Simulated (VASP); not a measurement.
# YN (Fm-3m) in VASP: settings compared, part 2 of 2

VASP 6.6.1. The steps go on from the part before.

**5. Single point, r2SCAN**

File POSCAR:

```
YN
1.0
    3.4485600000      0.0000000000      0.0000000000
    1.7242800000      2.9865405665      0.0000000000
    1.7242800000      0.9955135222      2.8157374491
Y N
1 1
Direct
    0.0000000000      0.0000000000      0.0000000000
    0.5000000000      0.5000000000      0.5000000000
```

File INCAR.step1:

```
SYSTEM = YN
ALGO = Normal
EDIFF = 1E-5
ENCUT = 660
GGA = PE
GGA_COMPAT = .False.
ISMEAR = 0
LASPH = .True.
LCHARG = .False.
LREAL = .False.
LWAVE = .True.
NBANDS = 15
NELM = 120
PREC = Accurate
SIGMA = 0.01
```

File INCAR.step2:

```
SYSTEM = YN
ALGO = Normal
EDIFF = 1E-6
ENCUT = 660
GGA_COMPAT = .False.
ISIF = 2
ISMEAR = 0
ISTART = 1
LASPH = .True.
LCHARG = .True.
LELF = .True.
LMIXTAU = .True.
LREAL = .False.
LVHAR = .True.
LWAVE = .False.
METAGGA = R2SCAN
NBANDS = 15
NELM = 120
PREC = Accurate
SIGMA = 0.01
```

File KPOINTS:

```
k-points
0
Gamma
  6 6 6
  0 0 0
```

Potentials or basis: VASP PAW PBE potentials, release 64 (Y_sv, N).

Started as:

```
cat potpaw_PBE.64/Y_sv/POTCAR potpaw_PBE.64/N/POTCAR > POTCAR
cp INCAR.step1 INCAR
mpirun -np 1 vasp_std > vasp.out
cp INCAR.step2 INCAR
mpirun -np 1 vasp_std > vasp.out
```

OUTCAR:

```text
SYSTEM = YN
   EDIFF = 1E-6
   ENCUT = 660
   ISIF = 2
   ISMEAR = 0
   ISTART = 1
   LASPH = .True.
   LREAL = .False.
   METAGGA = R2SCAN
   NELM = 120
   PREC = Accurate

 ion  position               nearest neighbor table
   1  0.000  0.000  0.000-   2 2.44   2 2.44   2 2.44   2 2.44   2 2.44   2 2.44
   2  0.500  0.500  0.500-   1 2.44   1 2.44   1 2.44   1 2.44   1 2.44   1 2.44

  LATTYP: Found a face centered cubic cell.
 ALAT       =     4.8770003227

  Lattice vectors:

 A1 = (   3.4485600000,   0.0000000000,   0.0000000000)
 A2 = (   1.7242800000,   2.9865405665,   0.0000000000)
 A3 = (   1.7242800000,   0.9955135222,   2.8157374491)

Analysis of symmetry for initial positions (statically):
=====================================================================
 Subroutine PRICEL returns:
 Original cell was already a primitive cell.

 Routine SETGRP: Setting up the symmetry group for a
 face centered cubic supercell.

 Subroutine GETGRP returns: Found 48 space group operations
 (whereof 48 operations were pure point group operations)
 out of a pool of 48 trial point group operations.

The static configuration has the point symmetry O_h .

[... 166 lines left out ...]
      6       4.0744      2.00000
      7       4.0744      2.00000
      8       4.0744      2.00000
      9       7.6560      0.00000
     10       7.6560      0.00000
     11       7.6560      0.00000
     12       9.0187      0.00000
     13       9.6966      0.00000
     14       9.6966      0.00000
[... 257 lines left out ...]
      2     -17.7891      2.00000
      3     -17.5238      2.00000
      4     -17.4644      2.00000
      5      -8.8440      2.00000
      6       2.2757      2.00000
      7       2.4958      2.00000
      8       2.7584      2.00000
      9       6.8752      0.00000
     10      10.2999      0.00000
     11      11.9069      0.00000
     12      12.5463      0.00000
     13      13.2527      0.00000
     14      16.9306      0.00000
     15      17.0544      0.00000

------------------------ aborting loop because EDIFF is reached ----------------------------------------

  FORCE on cell =-STRESS in cart. coord.  units (eV):
  Direction    XX          YY          ZZ          XY          YZ          ZX
  --------------------------------------------------------------------------------------
  -------------------------------------------------------------------------------------
  Total        0.4040265      0.4040265      0.4040265     -0.0000000      0.0000000      0.0000000
  in kB       22.3214330     22.3214330     22.3214330     -0.0000000      0.0000000      0.0000000
  external PRESSURE =      22.3214330 kB  Pullay stress =       0.0000000 kB

 VOLUME and BASIS-vectors are now :
 -----------------------------------------------------------------------------
  energy-cutoff  :      660.00
  volume of cell :       29.00
      direct lattice vectors                 reciprocal lattice vectors
     3.448560000  0.000000000  0.000000000     0.289976106 -0.167417783 -0.118382250
     1.724280000  2.986540566  0.000000000     0.000000000  0.334835566 -0.118382250
     1.724280000  0.995513522  2.815737449     0.000000000  0.000000000  0.355146749

 POSITION                                       TOTAL-FORCE (eV/Angst)
 -----------------------------------------------------------------------------------
      0.00000      0.00000      0.00000         0.000000     -0.000000      0.000000
      3.44856      1.99103      1.40787        -0.000000      0.000000      0.000000
 -----------------------------------------------------------------------------------
    total drift:                                0.000000      0.000000     -0.000000

  FREE ENERGIE OF THE ION-ELECTRON SYSTEM (eV)
  ---------------------------------------------------
  free  energy   TOTEN  =       -33.4340028517 eV

  energy  without entropy=      -33.4340028517  energy(sigma->0) =      -33.43400285
```

OSZICAR.step1:

```text
N       E                     dE             d eps       ncg     rms          rms(c)
DAV:   1     0.598156480869E+02    0.59816E+02   -0.96281E+03   480   0.129E+03
DAV:   2    -0.184376834621E+02   -0.78253E+02   -0.72543E+02   671   0.274E+02
DAV:   3    -0.218500361451E+02   -0.34124E+01   -0.33916E+01   594   0.473E+01
DAV:   4    -0.219230778193E+02   -0.73042E-01   -0.72997E-01   587   0.663E+00
DAV:   5    -0.219239252687E+02   -0.84745E-03   -0.84744E-03   571   0.704E-01    0.314E+01
DAV:   6    -0.184678117365E+02    0.34561E+01   -0.88150E+00   550   0.262E+01    0.332E+01
DAV:   7    -0.182463302824E+02    0.22148E+00   -0.59165E-01   586   0.672E+00    0.242E+01
DAV:   8    -0.182462667555E+02    0.63527E-04   -0.26534E-01   739   0.479E+00    0.111E+01
DAV:   9    -0.182186545623E+02    0.27612E-01   -0.42711E-02   654   0.211E+00    0.174E+00
DAV:  10    -0.182191869878E+02   -0.53243E-03   -0.44404E-03   550   0.607E-01    0.453E-01
DAV:  11    -0.182192222643E+02   -0.35277E-04   -0.19998E-04   624   0.135E-01    0.282E-01
DAV:  12    -0.182192168562E+02    0.54082E-05   -0.13241E-05   489   0.368E-02
   1 F= -.18219217E+02 E0= -.18219217E+02  d E =-.169484E-29
```

Run time: 2.9 min. Hardware: 1 thread of Intel Xeon 8259CL, shared host; peak memory 0.2 GiB.

What came out:

| Quantity | Value |
| --- | --- |
| Free energy | -33.4340 eV |
| Pressure | 2.2 GPa |
| Band gap on the k mesh | 0.57 eV, indirect (least direct gap 0.96 eV) |

Caveat: the PAW data sets were made with another functional, which shifts forces and pressure a little. A k mesh can miss the band edges.

**6. Overview**

```csv
level,potentials or basis,cutoff (eV),gap on the mesh (eV),pressure (GPa)
BLYP,"VASP PAW PBE potentials, release 64 (Y_sv, N)",600,0.30,8.0
LDA,"VASP PAW LDA potentials, release 64 (Y_sv, N)",600,0.06,-5.6
PBE,"VASP PAW PBE potentials, release 64 (Y_sv, N)",600,0.16,2.8
r2SCAN,"VASP PAW PBE potentials, release 64 (Y_sv, N)",660,0.57,2.2
```

Alike in all rows: task single point; no spin polarisation; cell as given; k mesh 6 × 6 × 6; smearing gaussian 0.01 eV.

Caveats: the PAW data sets were made with another functional, which shifts forces and pressure a little (some runs).

Total energies depend on the potentials used, so only differences within one code and one set of settings carry meaning.
